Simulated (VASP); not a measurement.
## BN: relaxation of cell and atoms with RPBE+D4

The system is BN.

```
N B
1.0
     2.55394    0.00000    0.00000
    -1.27697    2.21178    0.00000
     0.00000    0.00000    4.22685
N B
2 2
Direct
  0.33333 0.66667 0.12528
  0.66667 0.33333 0.62528
  0.33333 0.66667 0.49972
  0.66667 0.33333 0.99972
```

```yaml
Program: VASP 6.6.1
Task: relaxation of cell and atoms
Functional: RPBE
Dispersion: D4
Potentials_or_basis: VASP PAW PBE potentials, release 64 (N, B)
Cutoff: 600 eV
k_mesh: 12 × 12 × 6
Occupations: fermi-dirac, width 0.05 eV
Spin: no spin polarisation
Dipole_correction: no
Further_INCAR_settings: ALGO = Normal; EDIFF = 1e-06; IBRION = 2; EDIFFG = -0.01; NSW = 60; ISIF = 3
```

```
Relaxed volume                         : 5.83 Å³/atom
Relaxed cell                           : a = 2.534 Å, b = 2.534 Å, c = 4.191 Å, α = 90.00°, β = 90.00°, γ = 120.00°
Space group after relaxing (to 0.05 Å) : P6_3mc (No. 186)
Energy gained by relaxing              : 4.2 meV/atom
Ionic steps                            : 6
Pressure after relaxing                : 0.0 GPa
Band gap on the k mesh                 : 5.22 eV, indirect (least direct gap 8.40 eV)
Dispersion energy per atom             : -0.594 eV
```

Forces on the atoms (eV/Å):
```
N    0.000  0.000  0.003
N    0.000  0.000  0.003
B    0.000  0.000 -0.003
B    0.000  0.000 -0.003
```

Step by step:
```tsv
step	energy change (eV)	largest force (eV/Å)	pressure (GPa)	volume (Å³)
1	0.0000	0.0010	-9.12	23.88
2	0.0025	0.0321	10.70	22.72
3	-0.0166	0.0166	-0.03	23.31
4	-0.0166	0.0169	0.16	23.30
5	-0.0166	0.0195	-0.14	23.32
6	-0.0166	0.0028	0.04	23.30
```

Final structure:
```
CELL_PARAMETERS angstrom
2.53387 0.00000 0.00000
-1.26693 2.19439 0.00000
0.00000 0.00000 4.19119
ATOMIC_POSITIONS crystal
N 0.33333 0.66667 0.12535
N 0.66667 0.33333 0.62535
B 0.33333 0.66667 0.49965
B 0.66667 0.33333 0.99965
```

Levels at points of the mesh, in eV from the valence-band top:
| k point | band 4 | band 5 | band 6 | band 7 | band 8 | band 9 | band 10 | band 11 | band 12 |
| --- | --- | --- | --- | --- | --- | --- | --- | --- | --- |
| (0.00, 0.00, 0.00) | -2.16 | -2.16 | -0.29 | 0.00 | 0.00 | 8.48 | 8.48 | 8.74 | 9.68 |
| (0.50, 0.00, 0.00) | -7.91 | -7.02 | -5.06 | -4.49 | -2.14 | 6.79 | 8.05 | 10.71 | 11.65 |
| (0.00, 0.00, 0.50) | -5.80 | -1.20 | -1.20 | -1.20 | -1.20 | 9.65 | 9.65 | 10.05 | 10.05 |
| (0.50, 0.00, 0.50) | -10.16 | -3.82 | -3.82 | -3.63 | -3.63 | 6.68 | 6.68 | 10.16 | 10.16 |

Wall time 88 s on 1 thread of Intel(R) Xeon(R) Platinum 8488C (Sapphire Rapids) (shared host), peak memory 0.14 GiB.

Caveat: the PAW data sets were made with another functional, which shifts forces and pressure a little. A k mesh can miss the band edges.
